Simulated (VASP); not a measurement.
A run of VASP 6.6.1 is set up as follows.

INCAR

```
SYSTEM = Pb
  PREC = Accurate
  ENCUT = 520
  EDIFF = 1E-6
  ISMEAR = -1
  SIGMA = 0.1
  LREAL = .FALSE.
  LASPH = .TRUE.
  NELM = 100
  ALGO = Normal
  ISIF = 2
  LWAVE = .FALSE.
  LCHARG = .FALSE.
  GGA = PS
  NBANDS = 13
```

KPOINTS

```
Automatic mesh
0
G
  11 11 11
  0 0 0
```

Contents of POSCAR:

```
Pb
1.0
   -1.9556164800      1.9556164800      1.9556164800
    1.9556164800     -1.9556164800      1.9556164800
    1.9556164800      1.9556164800     -1.9556164800
Pb
1
Direct
    0.0000000000      0.0000000000      0.0000000000
```

Potentials or basis: VASP PAW PBE potentials, release 64 (Pb_d).

Run with:

```sh
$ cat potpaw_PBE.64/Pb_d/POTCAR > POTCAR
$ mpirun -np 1 vasp_std > vasp.out
```

What does it give for the band gap on the k mesh?

Zero (band 7 reaches 15.01 eV, above the bottom of band 8 at 5.21 eV).

What does it give for the pressure?

-0.1 GPa.

Caveat: the PAW data sets were made with another functional, which shifts forces and pressure a little; spin-orbit coupling is left out, which moves the levels of the heavy elements.
